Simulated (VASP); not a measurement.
A run of VASP 6.6.1 is set up as follows.

Contents of INCAR:

```
PREC = Accurate
ENCUT = 600
EDIFF = 1E-6
ISMEAR = 0
SIGMA = 0.1
LREAL = F
LASPH = T
NELM = 60
ALGO = Normal
ISIF = 3
LWAVE = F
LCHARG = F
GGA = PE
IBRION = 2
NSW = 100
EDIFFG = -0.01
```

File KPOINTS:

```
Automatic mesh
0
Gamma
  18 18 12
```

POSCAR

```
B2Pb
1.0
    3.5281645729      0.0000000000      0.0000000000
   -1.7640822865      3.0554801489      0.0000000000
    0.0000000000      0.0000000000      3.8094800206
B Pb
2 1
Direct
    0.3333333333      0.6666666667      0.5000000000
    0.6666666667      0.3333333333      0.5000000000
    0.0000000000      0.0000000000      0.0000000000
```

Potentials or basis: VASP PAW PBE potentials, release 64 (B, Pb_d).

Command:

```console
$ cat potpaw_PBE.64/B/POTCAR potpaw_PBE.64/Pb_d/POTCAR > POTCAR
$ mpirun -np 1 vasp_std > vasp.out
```

**Question.** What does it give for the relaxed cell?

**Answer.** a = 3.179 Å, b = 3.179 Å, c = 4.828 Å, α = 90.00°, β = 90.00°, γ = 120.00°.

**Question.** Predict the space group after relaxing (to 0.1 Å).

**Answer.** P6/mmm (No. 191).

**Question.** Estimate the relaxed volume.

**Answer.** 14.08 Å³/atom.

**Question.** What does it give for the band gap on the k mesh?

**Answer.** Zero (bands 10 and 11 overlap by 3.65 eV).

Final structure:
```cif
data_structure
_symmetry_space_group_name_H-M 'P 1'
_symmetry_Int_Tables_number 1
_cell_length_a 3.1790
_cell_length_b 3.1790
_cell_length_c 4.8277
_cell_angle_alpha 90.000
_cell_angle_beta 90.000
_cell_angle_gamma 120.000
_cell_volume 42.25
loop_
_atom_site_label
_atom_site_type_symbol
_atom_site_fract_x
_atom_site_fract_y
_atom_site_fract_z
_atom_site_occupancy
B1 B 0.33333 0.66667 0.50000 1
B2 B 0.66667 0.33333 0.50000 1
Pb1 Pb 0.00000 0.00000 0.00000 1
```

Caveat: a cell axis changed by over 15 % at a fixed basis, so the end point is rough; spin-orbit coupling is left out, which moves the levels of the heavy elements.
